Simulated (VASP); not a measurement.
# AlN (zincblende type) (F-43m) in VASP: notebook

Runs on AlN (zincblende type). Level: PBE. Tasks: single point.

All numbers are computed with VASP 6.6.1; they aren't measurements. Logs are shortened: lines on timing, memory, paths and dates and some standing lists are left out, and cuts for length are marked.

### Step 1. The cell of the first run

It takes space group F-43m (No. 216, cubic). The conventional cell has a = 3.607 Å, b = 3.607 Å, c = 3.607 Å, α = 90.00°, β = 90.00°, γ = 90.00°. Within 2.1 Å of Al (site symmetry -43m) lie 4 N at 1.56 Å. N (site symmetry -43m) has 4 Al at 1.56 Å within 2.1 Å.

### Step 2. Single point, PBE (volume scaled by 0.55)

INCAR reads:

```
PREC = Accurate
ENCUT = 520
EDIFF = 1E-6
ISMEAR = -1
SIGMA = 0.08
LREAL = False
LASPH = True
NELM = 60
ALGO = Normal
ISIF = 2
LWAVE = False
LCHARG = True
GGA = PE
LELF = True
LVHAR = True
NBANDS = 11
```

KPOINTS reads:

```
Automatic mesh
0
Gamma
  17 17 17
```

POSCAR reads:

```
AlN
1.0
    0.0000000000      1.8037451469      1.8037451469
    1.8037451469      0.0000000000      1.8037451469
    1.8037451469      1.8037451469      0.0000000000
Al N
1 1
Direct
    0.0000000000      0.0000000000      0.0000000000
    0.2500000000      0.2500000000      0.2500000000
```

Potentials or basis: VASP PAW PBE potentials, release 64 (Al, N).

Launch:

```console
cat potpaw_PBE.64/Al/POTCAR potpaw_PBE.64/N/POTCAR > POTCAR
mpirun -np 1 vasp_std > vasp.out
```

OUTCAR:

```text
PREC = Accurate
   ENCUT = 520
   EDIFF = 1E-6
   ISMEAR = -1
   LREAL = False
   LASPH = True
   NELM = 60
   ISIF = 2
   GGA = PE

 ion  position               nearest neighbor table
   1  0.000  0.000  0.000-   2 1.56   2 1.56   2 1.56   2 1.56
   2  0.250  0.250  0.250-   1 1.56   1 1.56   1 1.56   1 1.56

  LATTYP: Found a face centered cubic cell.
 ALAT       =     3.6074902938

  Lattice vectors:

 A1 = (   0.0000000000,   1.8037451469,   1.8037451469)
 A2 = (   1.8037451469,   0.0000000000,   1.8037451469)
 A3 = (   1.8037451469,   1.8037451469,   0.0000000000)

Analysis of symmetry for initial positions (statically):
=====================================================================
 Subroutine PRICEL returns:
 Original cell was already a primitive cell.

 Routine SETGRP: Setting up the symmetry group for a
 face centered cubic supercell.

 Subroutine GETGRP returns: Found 24 space group operations
 (whereof 24 operations were pure point group operations)
 out of a pool of 48 trial point group operations.

The static configuration has the point symmetry T_d .

Analysis of symmetry for dynamics (positions and initial velocities):
=====================================================================
 Subroutine PRICEL returns:
 Original cell was already a primitive cell.

 Routine SETGRP: Setting up the symmetry group for a
 face centered cubic supercell.

 Subroutine GETGRP returns: Found 24 space group operations
 (whereof 24 operations were pure point group operations)
 out of a pool of 48 trial point group operations.

The dynamic configuration has the point symmetry T_d .

 Subroutine INISYM returns: Found 24 space group operations
 (whereof 24 operations are pure point group operations),
 and found     1 'primitive' translations

----------------------------------------------------------------------------------------

                                     Primitive cell

  volume of cell :      11.7370

  direct lattice vectors                    reciprocal lattice vectors
     0.000000000  1.803745147  1.803745147    -0.277201023  0.277201023  0.277201023
     1.803745147  0.000000000  1.803745147     0.277201023 -0.277201023  0.277201023
     1.803745147  1.803745147  0.000000000     0.277201023  0.277201023 -0.277201023

  length of vectors
     2.550880850  2.550880850  2.550880850     0.480126256  0.480126256  0.480126256

  position of ions in fractional coordinates (direct lattice)
     0.000000000  0.000000000  0.000000000
     0.250000000  0.250000000  0.250000000

  ion indices of the primitive-cell ions
   primitive index   ion index
                 1           1
                 2           2

----------------------------------------------------------------------------------------

 KPOINTS: Automatic mesh

Automatic generation of k-mesh.
 Grid dimensions read from file:
 generate k-points for:   17   17   17

 Generating k-lattice:

  Cartesian coordinates                     Fractional coordinates (reciprocal lattice)
    -0.016305943  0.016305943  0.016305943     0.058823529  0.000000000  0.000000000
     0.016305943 -0.016305943  0.016305943     0.000000000  0.058823529  0.000000000
     0.016305943  0.016305943 -0.016305943     0.000000000  0.000000000  0.058823529

  Length of vectors
     0.028242721  0.028242721  0.028242721

  Shift w.r.t. Gamma in fractional coordinates (k-lattice)
     0.000000000  0.000000000  0.000000000

 Subroutine IBZKPT returns following result:
 ===========================================

 Found    165 irreducible k-points:

 Following reciprocal coordinates:
            Coordinates               Weight
  0.000000  0.000000  0.000000      1.000000
  0.058824  0.000000  0.000000      8.000000
  0.117647  0.000000  0.000000      8.000000
  0.176471  0.000000  0.000000      8.000000
  0.235294  0.000000  0.000000      8.000000
  0.294118  0.000000  0.000000      8.000000
[... 16 lines left out ...]
 -0.176471  0.058824  0.000000     24.000000
 -0.117647  0.058824  0.000000     24.000000
 [... further k-points ...]
   k-points           NKPTS =    165   k-points in BZ     NKDIM =    165   number of bands    NBANDS=     11
   number of dos      NEDOS =    301   number of ions     NIONS =      2
   total plane-waves  NPLWV =   8000
   dimension x,y,z NGX =    20 NGY =   20 NGZ =   20
   dimension x,y,z NGXF=    40 NGYF=   40 NGZF=   40
   ions per type =               1   1
   NGX,Y,Z   is equivalent  to a cutoff of  13.03, 13.03, 13.03 a.u.
   NGXF,Y,Z  is equivalent  to a cutoff of  26.07, 26.07, 26.07 a.u.
 SYSTEM =  unknown system
   PREC   = accura    normal or accurate (medium, high low for compatibility)
   ISTART =      0    job   : 0-new  1-cont  2-samecut
   ICHARG =      2    charge: 1-file 2-atom 10-const
   ISPIN  =      1    spin polarized calculation?
   LNONCOLLINEAR =      F non collinear calculations
   LSORBIT =      F    spin-orbit coupling
   LASPH  =      T    aspherical Exc in radial PAW
   ENCUT  =  520.0 eV  38.22 Ry    6.18 a.u.   4.74  4.74  4.74*2*pi/ulx,y,z
   NELM   =     60;   NELMIN=  2; NELMDL= -5     # of ELM steps
   EDIFF  = 0.1E-05   stopping-criterion for ELM
   LREAL  =      F    real-space projection
   EDIFFG = 0.1E-04   stopping-criterion for IOM
   NSW    =      0    number of steps for IOM
   IBRION =     -1    ionic relax: 0-MD 1-quasi-New 2-CG
   NFREE  =      0    steps in history (QN), initial steepest desc. (CG)
   ISIF   =      2    stress and relaxation
   ISYM   =      2    0-nonsym 1-usesym 2-fastsym
   POTIM  = 0.5000    time-step for ionic-motion
   TEBEG  =    0.0;   TEEND  =   0.0 temperature during run
   PSTRESS=    0.0 pullay stress
   NELECT =       8.0000    total number of electrons
   NUPDOWN=      -1.0000    fix difference up-down
   EMIN   =  10.00;   EMAX   =-10.00  energy-range for DOS
   EFERMI =   0.00;   METHOD = LEGACY
   ISMEAR =    -1;   SIGMA  =   0.08  broadening in eV -4-tet -1-fermi 0-gaus
   EFERMI_NEDOS =   21; number of points for ismear=-14 and -15
   IALGO  =     38    algorithm
   IMIX   =      4    mixing-type and parameters
     AMIX     =   0.40;   BMIX     =  1.00
     AMIX_MAG =   1.60;   BMIX_MAG =  1.00
  volume/ion in A,a.u.               =       5.87        39.60
  Fermi-wavevector in a.u.,A,eV,Ry     =   1.440742  2.722608 28.242137  2.075738
  Thomas-Fermi vector in A             =   2.559452
   LORBIT       =      0    0 simple, 1 ext, 2 COOP (PROOUT), +10 PAW based schemes
   GGA     = PE    functional components
   LHFCALC =     F    Hartree Fock is set to
   AEXX    =    0.0000 exact exchange contribution
   IVDW    =     0    specifies the selected vdW correction
   LEPSILON=     F    determine dielectric tensor
   LRPA    =     F    only Hartree local field effects (RPA)
 non-spin polarized calculation
  energy-cutoff  :      520.00
  volume of cell :       11.74
 maximum number of plane-waves:       331
   NGX =  9   NGY =  9   NGZ =  9

 number of electron       7.9999998 magnetization

 Free energy of the ion-electron system (eV)
  ---------------------------------------------------
  ext. energy  EPLUGINS =         0.00000000
  ---------------------------------------------------
  free energy    TOTEN  =        -8.15412421 eV

  energy without entropy =       -8.15412421  energy(sigma->0) =       -8.15412421

 E-fermi :  14.6361     XC(G=0): -13.7108

 val. band max:       12.9281069383   @ k =  -0.1176   0.1176   0.0000
 cond. band min:      16.3007395819   @ k =   0.4706   0.4706   0.0000
 fundamental gap:      3.3726326436
 Fermi energy:        14.6360894415

 k-point     1 :       0.0000    0.0000    0.0000
  band No.  band energies     occupation
      1      -6.0935      2.00000
      2      12.8598      2.00000
      3      12.8598      2.00000
      4      12.8598      2.00000
      5      23.2699      0.00000
      6      32.2653      0.00000
      7      32.2653      0.00000
      8      32.2653      0.00000
      9      35.7325      0.00000
     10      35.7325      0.00000
     11      39.0439      0.00000

 k-point     2 :       0.0588    0.0000    0.0000
  band No.  band energies     occupation
      1      -6.0013      2.00000
      2      12.5350      2.00000
      3      12.8450      2.00000
      4      12.8450      2.00000
      5      23.4695      0.00000
      6      32.0507      0.00000
      7      32.3116      0.00000
      8      32.3116      0.00000
      9      35.0209      0.00000
     10      35.0209      0.00000
     11      38.5683      0.00000

 k-point     3 :       0.1176    0.0000    0.0000
  band No.  band energies     occupation
      1      -5.7273      2.00000
      2      11.6571      2.00000
      3      12.8026      2.00000
      4      12.8026      2.00000
      5      23.9595      0.00000
      6      31.4832      0.00000
      7      32.1618      0.00000
      8      32.1618      0.00000
      9      34.2475      0.00000
     10      34.2475      0.00000
     11      37.9677      0.00000

 k-point     4 :       0.1765    0.0000    0.0000
  band No.  band energies     occupation
      1      -5.2808      2.00000
      2      10.4231      2.00000
      3      12.7391      2.00000
      4      12.7391      2.00000
      5      24.5215      0.00000
      6      30.7213      0.00000
      7      31.3425      0.00000
      8      31.3425      0.00000
      9      34.5206      0.00000
     10      34.5206      0.00000
     11      37.7540      0.00000
[... 239 lines left out ...]
 k-point    22 :      -0.2353    0.0588    0.0000
  band No.  band energies     occupation
      1      -4.3723      2.00000
      2       8.5347      2.00000
      3      12.2469      2.00000
      4      12.7864      2.00000
      5      25.1072      0.00000
      6      28.9084      0.00000
      7      29.6457      0.00000
      8      31.0315      0.00000
      9      35.0315      0.00000
     10      37.0037      0.00000
     11      38.6704      0.00000

 k-point    23 :      -0.1765    0.0588    0.0000
  band No.  band energies     occupation
      1      -5.0182      2.00000
      2       9.9364      2.00000
      3      12.3586      2.00000
      4      12.8585      2.00000
      5      24.7379      0.00000
      6      29.8981      0.00000
      7      30.5762      0.00000
      8      31.6024      0.00000
      9      34.0102      0.00000
     10      36.0011      0.00000
     11      38.3285      0.00000

 k-point    24 :      -0.1176    0.0588    0.0000
  band No.  band energies     occupation
      1      -5.5170      2.00000
      2      11.1884      2.00000
      3      12.4965      2.00000
      4      12.8950      2.00000
      5      24.2460      0.00000
      6      30.8550      0.00000
      7      31.6286      0.00000
      8      32.1467      0.00000
      9      33.4094      0.00000
     10      35.2897      0.00000
     11      38.5880      0.00000

 [... further k-points ...]

------------------------ aborting loop because EDIFF is reached ----------------------------------------

  FORCE on cell =-STRESS in cart. coord.  units (eV):
  Direction    XX          YY          ZZ          XY          YZ          ZX
  --------------------------------------------------------------------------------------
  -------------------------------------------------------------------------------------
  Total       26.5016167     26.5016167     26.5016167      0.0000000      0.0000000      0.0000000
  in kB     3617.6573331   3617.6573331   3617.6573331      0.0000000      0.0000000      0.0000000
  external PRESSURE =    3617.6573331 kB  Pullay stress =       0.0000000 kB

 VOLUME and BASIS-vectors are now :
 -----------------------------------------------------------------------------
  energy-cutoff  :      520.00
  volume of cell :       11.74
      direct lattice vectors                 reciprocal lattice vectors
     0.000000000  1.803745147  1.803745147    -0.277201023  0.277201023  0.277201023
     1.803745147  0.000000000  1.803745147     0.277201023 -0.277201023  0.277201023
     1.803745147  1.803745147  0.000000000     0.277201023  0.277201023 -0.277201023

 POSITION                                       TOTAL-FORCE (eV/Angst)
 -----------------------------------------------------------------------------------
      0.00000      0.00000      0.00000        -0.000000     -0.000000     -0.000000
      0.90187      0.90187      0.90187         0.000000      0.000000      0.000000
 -----------------------------------------------------------------------------------
    total drift:                                0.000000      0.000000      0.000000

  FREE ENERGIE OF THE ION-ELECTRON SYSTEM (eV)
  ---------------------------------------------------
  free  energy   TOTEN  =        -8.1541242120 eV

  energy  without entropy=       -8.1541242119  energy(sigma->0) =       -8.15412421
```

It took 14 s on 1 thread of Intel Xeon Platinum 8488C (Sapphire Rapids), shared host; peak memory 0.13 GiB.

Results:

```yaml
Free_energy: -8.1541 eV
Pressure: 361.8 GPa
Band_gap_on_the_k_mesh: 3.37 eV, indirect (least direct gap 5.62 eV)
```

 A k mesh can miss the band edges.

### Step 3. Single point, PBE (volume scaled by 0.55, source ansatz)

INCAR reads:

```
SYSTEM = AlN
ALGO = Normal
EDIFF = 1E-7
ENCUT = 520
GGA = PE
ISIF = 2
ISMEAR = -1
LASPH = .TRUE.
LCHARG = .FALSE.
LREAL = .FALSE.
LWAVE = .FALSE.
NBANDS = 11
NELM = 60
PREC = Accurate
SIGMA = 0.08
```

KPOINTS reads:

```
k-points
0
G
  17 17 17
  0 0 0
```

POSCAR is that of step 2.

Potentials or basis: VASP PAW PBE potentials, release 64 (Al, N).

Launch:

```console
cat potpaw_PBE.64/Al/POTCAR potpaw_PBE.64/N/POTCAR > POTCAR
mpirun -np 1 vasp_std > vasp.out
```

OUTCAR:

```text
SYSTEM = AlN
   EDIFF = 1E-7
   ENCUT = 520
   GGA = PE
   ISIF = 2
   ISMEAR = -1
   LASPH = .TRUE.
   LREAL = .FALSE.
   NELM = 60
   PREC = Accurate

 ion  position               nearest neighbor table
   1  0.000  0.000  0.000-   2 1.56   2 1.56   2 1.56   2 1.56
   2  0.250  0.250  0.250-   1 1.56   1 1.56   1 1.56   1 1.56

  LATTYP: Found a face centered cubic cell.
 ALAT       =     3.6074902938

  Lattice vectors:

 A1 = (   0.0000000000,   1.8037451469,   1.8037451469)
[... 521 lines left out ...]
------------------------ aborting loop because EDIFF is reached ----------------------------------------

  FORCE on cell =-STRESS in cart. coord.  units (eV):
  Direction    XX          YY          ZZ          XY          YZ          ZX
  --------------------------------------------------------------------------------------
  -------------------------------------------------------------------------------------
  Total       26.5017607     26.5017607     26.5017607     -0.0000000     -0.0000000     -0.0000000
  in kB     3617.6769887   3617.6769887   3617.6769887     -0.0000000     -0.0000000     -0.0000000
  external PRESSURE =    3617.6769887 kB  Pullay stress =       0.0000000 kB

 VOLUME and BASIS-vectors are now :
 -----------------------------------------------------------------------------
  energy-cutoff  :      520.00
  volume of cell :       11.74
      direct lattice vectors                 reciprocal lattice vectors
     0.000000000  1.803745147  1.803745147    -0.277201023  0.277201023  0.277201023
     1.803745147  0.000000000  1.803745147     0.277201023 -0.277201023  0.277201023
     1.803745147  1.803745147  0.000000000     0.277201023  0.277201023 -0.277201023

 POSITION                                       TOTAL-FORCE (eV/Angst)
 -----------------------------------------------------------------------------------
      0.00000      0.00000      0.00000         0.000000      0.000000      0.000000
      0.90187      0.90187      0.90187        -0.000000     -0.000000     -0.000000
 -----------------------------------------------------------------------------------
    total drift:                                0.000000      0.000000      0.000000

  FREE ENERGIE OF THE ION-ELECTRON SYSTEM (eV)
  ---------------------------------------------------
  free  energy   TOTEN  =        -8.1541242137 eV

  energy  without entropy=       -8.1541242136  energy(sigma->0) =       -8.15412421
```

stdout:

```text
POSCAR found type information on POSCAR AlN
 POSCAR found :  2 types and       2 ions
 scaLAPACK will be used
 LDA part: xc-table for (Slater+PW92), standard interpolation
 POSCAR, INCAR and KPOINTS ok, starting setup
 FFT: planning ... GRIDC
 FFT: planning ... GRID_SOFT
 FFT: planning ... GRID
 WAVECAR not read
 entering main loop
```

It took 14 s on 1 thread of Intel Xeon Platinum 8488C (Sapphire Rapids), shared host; peak memory 0.13 GiB.

Results:

| Item | Value |
| --- | --- |
| Free energy | -8.1541 eV |
| Pressure | 361.8 GPa |
| Band gap on the k mesh | 3.37 eV, indirect (least direct gap 5.62 eV) |

Levels at points of the mesh, in eV from the valence-band top:
| k point | band 1 | band 2 | band 3 | band 4 | band 5 | band 6 | band 7 | band 8 |
| --- | --- | --- | --- | --- | --- | --- | --- | --- |
| (0.00, 0.00, 0.00) | -19.02 | -0.07 | -0.07 | -0.07 | 10.34 | 19.34 | 19.34 | 19.34 |

### Step 4. Single point, PBE (volume scaled by 0.64)

INCAR reads:

```
SYSTEM = AlN
ALGO = Normal
EDIFF = 1E-7
ENCUT = 520
GGA = PE
ISIF = 2
ISMEAR = -1
LASPH = .True.
LCHARG = .False.
LREAL = .False.
LWAVE = .False.
NBANDS = 11
NELM = 60
PREC = Accurate
SIGMA = 0.08
```

KPOINTS reads:

```
k-points
0
Gamma
  17 17 17
  0 0 0
```

POSCAR reads:

```
AlN
1.0
    0.0000000000      1.8972050432      1.8972050432
    1.8972050432      0.0000000000      1.8972050432
    1.8972050432      1.8972050432      0.0000000000
Al N
1 1
Direct
    0.0000000000      0.0000000000      0.0000000000
    0.2500000000      0.2500000000      0.2500000000
```

Launch:

```console
cat potpaw_PBE.64/Al/POTCAR potpaw_PBE.64/N/POTCAR > POTCAR
mpirun -np 1 vasp_std > vasp.out
```

Wall time 14 s (1 thread of Intel Xeon Platinum 8488C (Sapphire Rapids), shared host); peak memory 0.14 GiB.

The run converged. Its results:

| Quantity | Value |
| --- | --- |
| Free energy | -11.4540 eV |
| Pressure | 203.3 GPa |
| Band gap on the k mesh | 3.45 eV, indirect (least direct gap 5.60 eV) |

Levels at points of the mesh, in eV from the valence-band top:
```csv
k point,band 2,band 3,band 4,band 5,band 6,band 7
"(0.00, 0.00, 0.00)",-0.03,-0.03,-0.03,8.50,17.34,17.34
```

(Part 1 of 2 ends here.)
